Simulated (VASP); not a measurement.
Crystal: BaZrO3.

```xyz
5
Lattice="4.0371 0.0000 0.0000 0.0000 4.0371 0.0000 0.0000 0.0000 4.0371" Properties=species:S:1:pos:R:3 pbc="T T T"
Ba    0.0000    0.0000    0.0000
Zr    2.0186    2.0186    2.0186
O     2.0186    2.0186    0.0000
O     2.0186    0.0000    2.0186
O     0.0000    2.0186    2.0186
```

This cell differs from its parent crystal: strain -4.0%.

Base run:

| Property | Result |
| --- | --- |
| Program | VASP 6.6.1 |
| Functional | PBE |
| Potentials or basis | VASP PAW PBE potentials, release 64 (Ba_sv, Zr_sv, O) |
| Cutoff | 520 eV |
| k mesh | 6 × 6 × 6 |
| Occupations | fermi-dirac, width 0.02 eV |
| Spin | no spin polarisation |

Its results: band gap on the k mesh 3.41 eV (least direct gap 3.46 eV); pressure 29.7 GPa.

Question: The run is repeated on the same cell with these changes: functional from PBE to r2SCAN; occupations from fermi-dirac, width 0.02 eV to gaussian, width 0.01 eV. What comes out?

Answer: Band gap on the k mesh 3.96 eV (least direct gap 4.03 eV); pressure 27.8 GPa.

Caveats: the cell stands under pressure; spin-orbit coupling is left out, which moves the levels of the heavy elements; the PAW data sets were made with another functional, which shifts forces and pressure a little (at least some runs).

A k mesh can miss the band edges.
